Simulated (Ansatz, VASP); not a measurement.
SiNi in VASP and in Ansatz

```
Ni Si
1.0
     0.00000    2.30249    2.30249
     2.30249    0.00000    2.30249
     2.30249    2.30249    0.00000
Ni Si
1 1
Direct
  0.00000 0.00000 0.00000
  0.50000 0.50000 0.50000
```

Alike in both runs: task relaxation of cell and atoms; functional LDA; k mesh 16 × 16 × 16; occupations fermi-dirac, width 0.08 eV; no spin polarisation.

|  | VASP | Ansatz |
| --- | --- | --- |
| version | VASP 6.6.1 | Ansatz 0.2.0 |
| potentials or method | VASP PAW LDA potentials, release 64 (Ni, Si) | PAW with Ansatz's default frozen-core files, scalar-relativistic |
| plane-wave cutoff (eV) | 600 | 420 |
| valence electrons in the cell | 14 | 22 |

Ansatz gave:

* relaxed volume (Å³/atom): 12.51
* relaxed length of the cell vector where the two differ most in proportion (Å): 3.283

**Question.** Which values does VASP return?

**Answer.** Relaxed volume (Å³/atom): 12.53; relaxed length of the cell vector where the two differ most in proportion (Å): 3.285.

LDA's correlation is that of Perdew and Zunger in VASP and of Perdew and Wang (1992) in Ansatz. VASP's potentials hold 14 valence electrons a cell and Ansatz's 22, so a difference there can come from the potentials and not from the codes.
